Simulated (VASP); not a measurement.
# HgTe (P6/mmm) in VASP: relaxation of cell and atoms with PBE

Aim: the relaxation of cell and atoms of HgTe with PBE.

Program: VASP 6.6.1. These are calculated values, not measurements. Logs are shortened: lines on timing, memory, paths and dates and some standing lists are left out, and cuts for length are marked.

### 1 The cell of the first run

The structure is hexagonal, space group P6/mmm (No. 191). Conventional cell: a = 7.459 Å, b = 7.459 Å, c = 4.281 Å, α = 90.00°, β = 90.00°, γ = 120.00°. Hg (site symmetry 6/mmm) has 6 Te at 3.73 Å and 14 Hg at 4.28 to 4.81 Å within 4.9 Å. Hg (site symmetry -6m2) has 6 Te at 3.04 Å within 4.0 Å. Within 4.0 Å of Te (site symmetry mmm) lie 6 Hg at 3.04 to 3.73 Å and 4 Te at 3.73 Å.

The cell was built from a structure type or drawn by symmetry, and may not be a known phase.

### 2 Relaxation of cell and atoms, PBE

INCAR reads:

```
PREC = Accurate ; ENCUT = 600
EDIFF = 1E-6 ; ISMEAR = 0
SIGMA = 0.1 ; LREAL = False
LASPH = True ; NELM = 100
ALGO = Normal ; ISIF = 3
LWAVE = False ; LCHARG = False
GGA = PE ; IBRION = 2
NSW = 100 ; EDIFFG = -0.01
```

KPOINTS reads:

```
Automatic mesh
0
Gamma
  6 6 10
```

POSCAR reads:

```
HgTe
1.0
    7.4593600530      0.0000000000      0.0000000000
   -3.7296800265      6.4599953019      0.0000000000
    0.0000000000      0.0000000000      4.2811311882
Hg Te
3 3
Direct
    0.0000000000      0.0000000000      0.0000000000
    0.3333333333      0.6666666667      0.5000000000
    0.6666666667      0.3333333333      0.5000000000
    0.5000000000      0.0000000000      0.0000000000
    0.5000000000      0.5000000000      0.0000000000
    0.0000000000      0.5000000000      0.0000000000
```

Potentials or basis: VASP PAW PBE potentials, release 64 (Hg, Te).

On the command line:

```bash
> cat potpaw_PBE.64/Hg/POTCAR potpaw_PBE.64/Te/POTCAR > POTCAR
> mpirun -np 1 vasp_std > vasp.out
```

OUTCAR:

```text
PREC = Accurate
   ENCUT = 600
   EDIFF = 1E-6
   ISMEAR = 0
   LREAL = False
   LASPH = True
   NELM = 100
   ISIF = 3
   GGA = PE
   IBRION = 2
   NSW = 100
   EDIFFG = -0.01

 ion  position               nearest neighbor table
   1  0.000  0.000  0.000-   4 3.73   4 3.73   6 3.73   6 3.73   5 3.73   5 3.73
   2  0.333  0.667  0.500-   6 3.04   6 3.04   4 3.04   4 3.04   5 3.04   5 3.04
   3  0.667  0.333  0.500-   6 3.04   6 3.04   4 3.04   4 3.04   5 3.04   5 3.04
   4  0.500  0.000  0.000-   2 3.04   3 3.04   2 3.04   3 3.04   1 3.73   1 3.73
   5  0.500  0.500  0.000-   2 3.04   3 3.04   2 3.04   3 3.04   1 3.73   1 3.73
   6  0.000  0.500  0.000-   2 3.04   3 3.04   2 3.04   3 3.04   1 3.73   1 3.73

  LATTYP: Found a hexagonal cell.
 ALAT       =     7.4593600530
 C/A-ratio  =     0.5739274090

  Lattice vectors:

 A1 = (   7.4593600530,   0.0000000000,   0.0000000000)
 A2 = (  -3.7296800265,   6.4599953019,   0.0000000000)
 A3 = (   0.0000000000,   0.0000000000,   4.2811311882)

Analysis of symmetry for initial positions (statically):
=====================================================================
 Subroutine PRICEL returns:
 Original cell was already a primitive cell.

 Routine SETGRP: Setting up the symmetry group for a
 hexagonal supercell.

 Subroutine GETGRP returns: Found 24 space group operations
 (whereof 24 operations were pure point group operations)
 out of a pool of 24 trial point group operations.

The static configuration has the point symmetry D_6h.

Analysis of symmetry for dynamics (positions and initial velocities):
=====================================================================
 Subroutine PRICEL returns:
 Original cell was already a primitive cell.

 Routine SETGRP: Setting up the symmetry group for a
 hexagonal supercell.

 Subroutine GETGRP returns: Found 24 space group operations
 (whereof 24 operations were pure point group operations)
 out of a pool of 24 trial point group operations.

The dynamic configuration has the point symmetry D_6h.

 Subroutine INISYM returns: Found 24 space group operations
 (whereof 24 operations are pure point group operations),
 and found     1 'primitive' translations

----------------------------------------------------------------------------------------

                                     Primitive cell

  volume of cell :     206.2967

  direct lattice vectors                    reciprocal lattice vectors
     7.459360053  0.000000000  0.000000000     0.134059758  0.077399437  0.000000000
    -3.729680027  6.459995302  0.000000000     0.000000000  0.154798874  0.000000000
     0.000000000  0.000000000  4.281131188     0.000000000  0.000000000  0.233583125

  length of vectors
     7.459360053  7.459360053  4.281131188     0.154798874  0.154798874  0.233583125

  position of ions in fractional coordinates (direct lattice)
     0.000000000  0.000000000  0.000000000
     0.333333333  0.666666667  0.500000000
     0.666666667  0.333333333  0.500000000
     0.500000000  0.000000000  0.000000000
     0.500000000  0.500000000  0.000000000
     0.000000000  0.500000000  0.000000000

  ion indices of the primitive-cell ions
   primitive index   ion index
                 1           1
                 2           2
                 3           3
                 4           4
                 5           5
                 6           6

----------------------------------------------------------------------------------------

 KPOINTS: Automatic mesh

Automatic generation of k-mesh.
 Grid dimensions read from file:
 generate k-points for:    6    6   10

 Generating k-lattice:

  Cartesian coordinates                     Fractional coordinates (reciprocal lattice)
     0.022343293  0.012899906  0.000000000     0.166666667  0.000000000  0.000000000
     0.000000000  0.025799812  0.000000000     0.000000000  0.166666667  0.000000000
     0.000000000  0.000000000  0.023358312     0.000000000  0.000000000  0.100000000

  Length of vectors
     0.025799812  0.025799812  0.023358312

  Shift w.r.t. Gamma in fractional coordinates (k-lattice)
     0.000000000  0.000000000  0.000000000

 Subroutine IBZKPT returns following result:
 ===========================================

 Found     42 irreducible k-points:

 Following reciprocal coordinates:
            Coordinates               Weight
  0.000000  0.000000  0.000000      1.000000
  0.166667  0.000000  0.000000      6.000000
  0.333333 -0.000000  0.000000      6.000000
  0.500000  0.000000  0.000000      3.000000
  0.166667  0.166667  0.000000      6.000000
  0.333333  0.166667  0.000000     12.000000
[... 16 lines left out ...]
  0.166667  0.000000  0.300000     12.000000
  0.333333 -0.000000  0.300000     12.000000
 [... further k-points ...]
   k-points           NKPTS =     42   k-points in BZ     NKDIM =     42   number of bands    NBANDS=     32
   number of dos      NEDOS =    301   number of ions     NIONS =      6
   total plane-waves  NPLWV = 129600
   dimension x,y,z NGX =    60 NGY =   60 NGZ =   36
   dimension x,y,z NGXF=   120 NGYF=  120 NGZF=   72
   ions per type =               3   3
   NGX,Y,Z   is equivalent  to a cutoff of  13.37, 13.37, 13.98 a.u.
   NGXF,Y,Z  is equivalent  to a cutoff of  26.74, 26.74, 27.96 a.u.
 SYSTEM =  unknown system
   PREC   = accura    normal or accurate (medium, high low for compatibility)
   ISTART =      0    job   : 0-new  1-cont  2-samecut
   ICHARG =      2    charge: 1-file 2-atom 10-const
   ISPIN  =      1    spin polarized calculation?
   LNONCOLLINEAR =      F non collinear calculations
   LSORBIT =      F    spin-orbit coupling
   LASPH  =      T    aspherical Exc in radial PAW
   ENCUT  =  600.0 eV  44.10 Ry    6.64 a.u.  14.90 14.90  8.55*2*pi/ulx,y,z
   NELM   =    100;   NELMIN=  2; NELMDL= -5     # of ELM steps
   EDIFF  = 0.1E-05   stopping-criterion for ELM
   LREAL  =      F    real-space projection
   EDIFFG = -.1E-01   stopping-criterion for IOM
   NSW    =    100    number of steps for IOM
   IBRION =      2    ionic relax: 0-MD 1-quasi-New 2-CG
   NFREE  =      1    steps in history (QN), initial steepest desc. (CG)
   ISIF   =      3    stress and relaxation
   ISYM   =      2    0-nonsym 1-usesym 2-fastsym
   POTIM  = 0.5000    time-step for ionic-motion
   TEBEG  =    0.0;   TEEND  =   0.0 temperature during run
   PSTRESS=    0.0 pullay stress
   NELECT =      54.0000    total number of electrons
   NUPDOWN=      -1.0000    fix difference up-down
   EMIN   =  10.00;   EMAX   =-10.00  energy-range for DOS
   EFERMI =   0.00;   METHOD = LEGACY
   ISMEAR =     0;   SIGMA  =   0.10  broadening in eV -4-tet -1-fermi 0-gaus
   EFERMI_NEDOS =   21; number of points for ismear=-14 and -15
   IALGO  =     38    algorithm
   IMIX   =      4    mixing-type and parameters
     AMIX     =   0.40;   BMIX     =  1.00
     AMIX_MAG =   1.60;   BMIX_MAG =  1.00
  volume/ion in A,a.u.               =      34.38       232.03
  Fermi-wavevector in a.u.,A,eV,Ry     =   1.047230  1.978977 14.921376  1.096690
  Thomas-Fermi vector in A             =   2.182101
   LORBIT       =      0    0 simple, 1 ext, 2 COOP (PROOUT), +10 PAW based schemes
   GGA     = PE    functional components
   LHFCALC =     F    Hartree Fock is set to
   AEXX    =    0.0000 exact exchange contribution
   IVDW    =     0    specifies the selected vdW correction
   LEPSILON=     F    determine dielectric tensor
   LRPA    =     F    only Hartree local field effects (RPA)
 conjugate gradient relaxation of ions
 non-spin polarized calculation
 Gauss-broadening in eV      SIGMA  =   0.10
  energy-cutoff  :      600.00
  volume of cell :      206.30
 maximum number of plane-waves:      6907
 NGX is ok and might be reduce to    60
   NGX = 29   NGY = 29   NGZ = 17

--------------------------------------- Ionic step        1  -------------------------------------------

 number of electron      53.9999997 magnetization

 Free energy of the ion-electron system (eV)
  ---------------------------------------------------
  ext. energy  EPLUGINS =         0.00000000
  ---------------------------------------------------
  free energy    TOTEN  =        -8.57235932 eV

  energy without entropy =       -8.54295461  energy(sigma->0) =       -8.55765696

------------------------ aborting loop because EDIFF is reached ----------------------------------------

  FORCE on cell =-STRESS in cart. coord.  units (eV):
  Direction    XX          YY          ZZ          XY          YZ          ZX
  --------------------------------------------------------------------------------------
  -------------------------------------------------------------------------------------
  Total        0.1015036      0.1015036      0.2082188      0.0000000      0.0000000      0.0000000
  in kB        0.7883146      0.7883146      1.6171053      0.0000000      0.0000000      0.0000000
  external PRESSURE =       1.0645781 kB  Pullay stress =       0.0000000 kB
[... 185 lines left out ...]
  energy  without entropy=       -8.5432121968  energy(sigma->0) =       -8.55791263

--------------------------------------- Ionic step        6  -------------------------------------------

 number of electron      54.0000000 magnetization

 Free energy of the ion-electron system (eV)
  ---------------------------------------------------
  ext. energy  EPLUGINS =         0.00000000
  ---------------------------------------------------
  free energy    TOTEN  =        -8.57261633 eV

  energy without entropy =       -8.54321634  energy(sigma->0) =       -8.55791634

 E-fermi :   2.6594     XC(G=0):  -8.7991

 val. band max:        2.6486770811   @ k =   0.3333   0.3333   0.2000
 cond. band min:       2.6652921989   @ k =   0.1667   0.0000   0.2000
 fundamental gap:      0.0166151178
 Fermi energy:         2.6593784804

 k-point     1 :       0.0000    0.0000    0.0000
  band No.  band energies     occupation
      1      -9.3137      2.00000
      2      -7.9090      2.00000
      3      -7.9090      2.00000
      4      -4.8964      2.00000
      5      -4.3025      2.00000
      6      -4.3025      2.00000
[... 829 lines left out ...]
     31       5.9514      0.00000
     32       6.9247      0.00000

 [... further k-points ...]

------------------------ aborting loop because EDIFF is reached ----------------------------------------

  FORCE on cell =-STRESS in cart. coord.  units (eV):
  Direction    XX          YY          ZZ          XY          YZ          ZX
  --------------------------------------------------------------------------------------
  -------------------------------------------------------------------------------------
  Total       -0.0501244     -0.0501244      0.0051158      0.0000000      0.0000000      0.0000000
  in kB       -0.3879065     -0.3879065      0.0395909      0.0000000      0.0000000      0.0000000
  external PRESSURE =      -0.2454074 kB  Pullay stress =       0.0000000 kB
[... 21 lines left out ...]
  FREE ENERGIE OF THE ION-ELECTRON SYSTEM (eV)
  ---------------------------------------------------
  free  energy   TOTEN  =        -8.5726163318 eV

  energy  without entropy=       -8.5432163384  energy(sigma->0) =       -8.55791634

 reached required accuracy - stopping structural energy minimisation
```

It took 7.1 min on 1 thread of Intel Xeon 6975P-C (Granite Rapids), shared host; peak memory 0.56 GiB.

Results:

| Item | Value |
| --- | --- |
| Free energy | -8.5726 eV |
| Relaxed volume | 34.50 Å³/atom |
| Relaxed cell | a = 7.466 Å, b = 7.466 Å, c = 4.289 Å, α = 90.00°, β = 90.00°, γ = 120.00° |
| Space group after relaxing (to 0.1 Å) | P6/mmm (No. 191) |
| Energy gained by relaxing | 0.0 meV/atom |
| Ionic steps | 6 |
| Pressure after relaxing | 0.0 GPa |
| Band gap on the k mesh | zero (bands 27 and 28 overlap by 0.67 eV) |

The path:
| step | energy change (eV) | largest force (eV/Å) | pressure (GPa) | volume (Å³) |
| --- | --- | --- | --- | --- |
| 1 | 0.0000 | 0.0000 | 0.11 | 206.30 |
| 2 | -0.0003 | 0.0000 | 0.03 | 206.98 |
| 3 | -0.0002 | 0.0000 | -0.04 | 207.36 |
| 4 | -0.0002 | 0.0000 | -0.04 | 207.18 |
| 5 | -0.0003 | 0.0000 | -0.04 | 207.08 |
| 6 | -0.0003 | 0.0000 | -0.02 | 207.03 |

Final structure:
```yaml
crystal:
  lattice:
    - [7.46589, 0.00000, 0.00000]
    - [-3.73295, 6.46565, 0.00000]
    - [0.00000, 0.00000, 4.28882]
  atoms:
    - { symbol: Hg, position: [0.00000, 0.00000, 0.00000] }
    - { symbol: Hg, position: [0.33333, 0.66667, 0.50000] }
    - { symbol: Hg, position: [0.66667, 0.33333, 0.50000] }
    - { symbol: Te, position: [0.50000, 0.00000, 0.00000] }
    - { symbol: Te, position: [0.50000, 0.50000, 0.00000] }
    - { symbol: Te, position: [0.00000, 0.50000, 0.00000] }
```

Levels at points of the mesh, in eV from the Fermi level:
```tsv
k point	band 25	band 26	band 27	band 28	band 29	band 30
(0.00, 0.00, 0.00)	0.16	0.20	0.20	0.25	0.25	2.66
(0.50, 0.00, 0.00)	-0.79	-0.42	0.25	0.33	0.49	1.68
(0.00, 0.00, 0.50)	-2.15	-1.77	0.43	1.01	1.01	2.66
(0.50, 0.00, 0.50)	-1.40	-0.63	-0.59	0.16	0.95	1.20
```

Caveat: semilocal functionals underestimate gaps, so a narrow gap can read as zero; spin-orbit coupling is left out, which moves the levels of the heavy elements.
